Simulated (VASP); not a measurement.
CdSe, 2 atoms in the cell. Symmetry: F-43m, No. 216, cubic system. Conventional cell: a = 6.083 Å, b = 6.083 Å, c = 6.083 Å, α = 90.00°, β = 90.00°, γ = 90.00°. Within 3.5 Å of Cd (site symmetry -43m) lie 4 Se at 2.63 Å. Within 3.5 Å of Se (site symmetry -43m) lie 4 Cd at 2.63 Å. 

```yaml
Program: VASP 6.6.1
Task: vibrations by perturbation theory
Functional: PBEsol
Potentials_or_basis: VASP PAW PBE potentials, release 64 (Cd, Se)
Cutoff: 520 eV
k_mesh: 6 × 6 × 6
Occupations: gaussian, width 0.01 eV
Spin: no spin polarisation
Dipole_correction: no
Further_INCAR_settings: ALGO = Normal; EDIFF = 1e-08; NBANDS = 16; IBRION = 8; NSW = 1
```

Potentials or basis: VASP PAW PBE potentials, release 64 (Cd, Se).

Run with:

```bash
$ cat potpaw_PBE.64/Cd/POTCAR potpaw_PBE.64/Se/POTCAR > POTCAR
$ mpirun -np 1 vasp_std > vasp.out
```

Hardware: 1 thread of Intel Xeon 8259CL (shared host).

Task: Estimate the wall time of this run.

Result: Wall time 14 min on 1 thread of Intel Xeon 8259CL, with other jobs on the host, peak memory 0.27 GiB. Counts: scf iterations 139, k points 16.
